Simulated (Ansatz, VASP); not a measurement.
Tl: VASP beside Ansatz

```
Tl
1.0
     3.45600    0.00000    0.00000
    -1.72800    2.99298    0.00000
     0.00000    0.00000    5.52500
Tl
2
Direct
  0.33333 0.66667 0.25000
  0.66667 0.33333 0.75000
```

Alike in both runs: task relaxation of cell and atoms; functional PBEsol; k mesh 16 × 16 × 10; occupations fermi-dirac, width 0.1 eV; no spin polarisation.

```csv
,VASP,Ansatz
version,VASP 6.6.1,Ansatz 0.2.0
potentials or method,"VASP PAW PBE potentials, release 64 (Tl_d)","PAW with Ansatz's default frozen-core files, scalar-relativistic"
plane-wave cutoff (eV),600,420
valence electrons in the cell,26,26
```

VASP gave:

```
relaxed volume (Å³/atom)                                     : 28.61
relaxed cell length with the largest relative difference (Å) : 5.494
```

Estimate Ansatz's values.

relaxed volume (Å³/atom): 28.61; relaxed cell length with the largest relative difference (Å): 5.493.

VASP's potentials were made for PBE, not for PBEsol.

Neither program's run includes spin-orbit coupling.
